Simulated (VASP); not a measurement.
A run of VASP 6.6.1:

File INCAR:

```
ALGO = Normal ; EDIFF = 1E-6
ENCUT = 820 ; GGA = CA
GGA_COMPAT = False ; ISIF = 2
ISMEAR = 0 ; ISPIN = 2
LASPH = True ; LCHARG = False
LDAU = True ; LDAUJ = 0 0
LDAUL = 2 -1 ; LDAUPRINT = 1
LDAUTYPE = 2 ; LDAUU = 5 0
LMAXMIX = 4 ; LORBIT = 11
LREAL = False ; LWAVE = False
MAGMOM = 1 1 -1 -1 0 0 0 0 ; NBANDS = 64
NELM = 200 ; PREC = Accurate
SIGMA = 0.05
```

KPOINTS

```
k-points
0
Gamma
  7 7 2
```

Contents of POSCAR:

```
CuO
1.0
    3.1795331000      0.0000000000      0.0000000000
   -1.5897665500      2.7535564400      0.0000000000
    0.0000000000      0.0000000000      8.8629814600
Cu O
4 4
Direct
    0.0000000000      0.0000000000      0.0000000000
    0.0000000000      0.0000000000      0.2500000000
    0.0000000000      0.0000000000      0.5000000000
    0.0000000000      0.0000000000      0.7500000000
    0.3333333333      0.6666666667      0.1250000000
    0.6666666667      0.3333333333      0.3750000000
    0.3333333333      0.6666666667      0.6250000000
    0.6666666667      0.3333333333      0.8750000000
```

Potentials or basis: VASP PAW LDA potentials, release 64 (Cu_sv_GW, O).

Launch:

```bash
$ cat potpaw_LDA.64/Cu_sv_GW/POTCAR potpaw_LDA.64/O/POTCAR > POTCAR
$ mpirun -np 1 vasp_std > vasp.out
```

Hardware: 1 thread of Intel(R) Xeon(R) Platinum 8488C (Sapphire Rapids), on a shared host.

**Question.** How long does it take, and how much memory?

**Answer.** Wall time 10 min on 1 thread of Intel(R) Xeon(R) Platinum 8488C (Sapphire Rapids) (shared host), peak memory 0.38 GiB. Counts: scf iterations 16, k points 16.
